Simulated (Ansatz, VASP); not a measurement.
## W: VASP beside Ansatz

```
W
1.0
    -1.58480    1.58480    1.58480
     1.58480   -1.58480    1.58480
     1.58480    1.58480   -1.58480
W
1
Direct
  0.00000 0.00000 0.00000
```

Alike in both runs: task single point; functional r2SCAN; k mesh 14 × 14 × 14; no spin polarisation.

|  | VASP | Ansatz |
| --- | --- | --- |
| version | VASP 6.6.1 | Ansatz 0.2.0 |
| potentials or method | VASP PAW PBE potentials, release 64 (W_sv), cutoff 520 eV | plane waves (500 eV) with PAW, scalar-relativistic |
| occupations | methfessel-paxton of order 1, width 0.01 eV | cold, width 0.01 eV |
| valence electrons in the cell | 14 | 14 |

```csv
,VASP,Ansatz,Ansatz less VASP
pressure (GPa),1.4,0.2,-1.20
```

VASP's potentials were made for PBE, not for r2SCAN.

Spin-orbit coupling is off throughout.
